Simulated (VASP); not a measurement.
Set up this calculation in VASP 6.6.1, as the native input.

```yaml
Task: single point
Functional: PBE
Potentials_or_basis: VASP PAW PBE potentials, release 64 (Lu)
Cutoff: 520 eV
k_mesh: 10 × 10 × 3
Occupations: fermi-dirac, width 0.1 eV
Spin: no spin polarisation
Dipole_correction: no
Further_INCAR_settings: ALGO = Normal; EDIFF = 1e-06; NBANDS = 58
```

The structure of Lu lies in POSCAR:

```
Lu
1.0
    2.7529421967      0.0000000000      0.0000000000
   -1.3764710983      2.3841178775      0.0000000000
    0.0000000000      0.0000000000      8.8624354132
Lu
4
Direct
    0.0000000000      0.0000000000      0.0000000000
    0.0000000000      0.0000000000      0.5000000000
    0.3333333333      0.6666666667      0.2500000000
    0.6666666667      0.3333333333      0.7500000000
```

The input as run:

INCAR

```
SYSTEM = Lu
ALGO = Normal
EDIFF = 1E-6
ENCUT = 520
GGA = PE
ISIF = 2
ISMEAR = -1
LASPH = .TRUE.
LCHARG = .FALSE.
LREAL = .FALSE.
LWAVE = .FALSE.
NBANDS = 58
NELM = 60
PREC = Accurate
SIGMA = 0.1
```

KPOINTS

```
k-points
0
G
  10 10 3
  0 0 0
```

Potentials or basis: VASP PAW PBE potentials, release 64 (Lu).

The run is started by

```bash
$ cat potpaw_PBE.64/Lu/POTCAR > POTCAR
$ mpirun -np 1 vasp_std > vasp.out
```

Results of the run:

- Pressure: 102.4 GPa
- Band gap on the k mesh: zero (band 50 reaches 7.76 eV, above the bottom of band 51 at 4.88 eV)

Caveat: spin-orbit coupling is left out, which moves the levels of the heavy elements.

It took 3.1 min on 1 thread of Oxide Virtual Turin-like Processor (shared host), peak memory 0.18 GiB.
